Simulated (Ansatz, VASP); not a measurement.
**KCl in VASP and in Ansatz**

File INCAR:

```
SYSTEM = KCl
PREC = Accurate
ENCUT = 520
EDIFF = 1E-6
ISMEAR = 0
SIGMA = 0.05
LREAL = .FALSE.
LASPH = .TRUE.
NELM = 60
ALGO = Normal
ISIF = 2
LWAVE = .FALSE.
LCHARG = .FALSE.
GGA = PE
NBANDS = 15
```

Contents of KPOINTS:

```
regular mesh
0
G
  8 8 8
  0 0 0
```

Contents of POSCAR:

```
KCl
1.0
    3.5604884759      0.0000000000      0.0000000000
    0.0000000000      3.5604884759      0.0000000000
    0.0000000000      0.0000000000      3.5604884759
K Cl
1 1
Direct
    0.0000000000      0.0000000000      0.0000000000
    0.5000000000      0.5000000000      0.5000000000
```

Input for Ansatz:

```yaml
crystal:
  lattice:
    - [3.5604884759, 0.0, 0.0]
    - [0.0, 3.5604884759, 0.0]
    - [0.0, 0.0, 3.5604884759]
  atoms:
    - { symbol: K, position: [0.0, 0.0, 0.0] }
    - { symbol: Cl, position: [0.5, 0.5, 0.5] }
basis:
  ecutwfc: 420
  ecutrho_ratio: 4
kpoints:
  mp_grid: { grid: [8, 8, 8] }
hamiltonian:
  xc: pbe
scf:
  occupations: { method: gaussian, width: 0.05 }
output:
  forces: true
  stress: true
  eigenvalues: true
```

Alike in both runs: task single point; functional PBE; k mesh 8 × 8 × 8; occupations gaussian, width 0.05 eV; no spin polarisation.

|  | VASP | Ansatz |
| --- | --- | --- |
| version | VASP 6.6.1 | Ansatz 0.2.0 |
| potentials or method | VASP PAW PBE potentials, release 64 (K_sv, Cl), cutoff 520 eV | scalar-relativistic, plane waves, PAW |
| valence electrons in the cell | 16 | 16 |

```csv
,VASP,Ansatz,Ansatz less VASP
gap on the k mesh at the Fermi level (eV),5.93,5.93,+0.004
least direct gap on the mesh (eV),6.17,6.17,+0.003
pressure (GPa),7.2,7.1,-0.11
```

The functional is the same, so the differences come from potentials, cutoffs and numerics.
